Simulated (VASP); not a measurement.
Crystal: Si2NF2.

```xyz
5
Lattice="3.1975 0.0000 0.0000 -1.5988 2.7691 0.0000 0.0000 0.0000 7.8073" Properties=species:S:1:pos:R:3 pbc="T T T"
Si    0.0000    1.8461    2.6962
Si    1.5988    0.9230    5.1112
N     0.0000    0.0000    3.9037
F     0.0000    1.8461    6.5926
F     1.5988    0.9230    1.2147
```

| Quantity | Value |
| --- | --- |
| Program | VASP 6.6.1 |
| Task | relaxation of cell and atoms |
| Functional | PBE |
| Potentials or basis | VASP PAW PBE potentials, release 64 (Si, N, F) |
| Cutoff | 600 eV |
| k mesh | 6 × 6 × 2 |
| Occupations | gaussian, width 0.1 eV |
| Spin | no spin polarisation |

At the start: pressure -8.7 GPa; volume 13.83 Å³/atom.

Question: How do energy, volume and symmetry change on relaxing?

Answer: Over 17 steps the energy falls by 150.0 meV/atom and the volume is 13.03 Å³/atom (-5.7 %); space group P-3m1 (No. 164, to 0.05 Å).

The path:
| step | energy change (eV) | largest force (eV/Å) | pressure (GPa) | volume (Å³) |
| --- | --- | --- | --- | --- |
| 1 | 0.0000 | 2.1803 | -8.75 | 69.13 |
| 2 | -0.6853 | 0.2271 | 1.38 | 61.85 |
| 3 | -0.6856 | 0.1778 | 1.72 | 61.69 |
| 4 | -0.7038 | 0.1763 | 0.14 | 62.73 |
| 5 | -0.7081 | 0.3090 | -1.19 | 63.63 |
| 6 | -0.7201 | 0.2568 | -1.12 | 63.81 |
| 7 | -0.7391 | 0.1424 | -1.17 | 64.32 |
| 8 | -0.7395 | 0.1267 | -1.21 | 64.40 |
| 9 | -0.7433 | 0.0364 | 0.32 | 63.60 |
| 10 | -0.7433 | 0.0422 | 0.19 | 63.67 |
| 11 | -0.7438 | 0.0481 | 0.17 | 63.74 |
| 12 | -0.7449 | 0.0661 | 0.11 | 63.96 |
| 13 | -0.7461 | 0.1192 | 0.01 | 64.38 |
| 14 | -0.7464 | 0.1128 | 0.00 | 64.41 |
| 15 | -0.7471 | 0.0942 | 0.00 | 64.52 |
| 16 | -0.7485 | 0.0718 | -0.01 | 64.74 |
| 17 | -0.7502 | 0.0330 | -0.01 | 65.17 |

Final structure:
```xyz
5
Lattice="3.1991 0.0000 0.0000 -1.5996 2.7705 0.0000 0.0000 0.0000 7.3528" Properties=species:S:1:pos:R:3 pbc="T T T"
Si    0.0000    1.8470    2.4666
Si    1.5995    0.9235    4.8861
N     3.1991    0.0000    3.6764
F     0.0000    1.8470    5.9969
F     1.5995    0.9235    1.3559
```

Caveat: the k points lie up to 0.43 Å⁻¹ apart in the final cell; an odd number of electrons without spin polarisation forces a metal; a magnetic or distorted state may lie lower.
